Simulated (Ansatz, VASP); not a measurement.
## Two plane-wave programs on Na6HF5

```xyz
12
Lattice="3.3372 0.0000 0.0000 -1.6686 2.8901 0.0000 0.0000 0.0000 16.3475" Properties=species:S:1:pos:R:3 pbc="T T T"
Na    0.0000    0.0000    0.0381
Na    0.0000    1.9268    2.7501
Na    1.6686    0.9634    5.4577
Na   -1.6686    2.8901    8.1652
Na    0.0000    1.9268   10.8728
Na    1.6686    0.9634   13.5848
F    -1.6686    2.8901    4.1039
F     1.6686    0.9634    1.3967
F     0.0000    1.9268    6.8115
F    -1.6686    2.8901   12.2263
F     1.6686    0.9634    9.5190
H     0.0000    1.9268   14.9852
```

Alike in both runs: functional PBE; k mesh 9 × 9 × 2; occupations gaussian, width 0.02 eV; no spin polarisation.

Ansatz relaxed the structure, and its values are those at the end. VASP's run is a single point on that final structure, the one shown.

```csv
,VASP,Ansatz
version,VASP 6.6.1,Ansatz 0.2.0
potentials or method,"VASP PAW PBE potentials, release 64 (Na_pv, F, H), cutoff 520 eV","scalar-relativistic, plane waves, PAW"
valence electrons in the cell,78,90
```

|  | VASP | Ansatz | Ansatz less VASP |
| --- | --- | --- | --- |
| gap on the k mesh at the Fermi level (eV) | 3.35 | 3.35 | +0.006 |
| least direct gap on the mesh (eV) | 5.34 | 5.34 | 0.000 |
| pressure (GPa) | -0.1 | 0.0 | +0.12 |

With one functional, cell and mesh, what is left measures potentials, basis and numerics. VASP's potentials hold 78 valence electrons a cell and Ansatz's 90, so a difference there can come from the potentials and not from the codes.
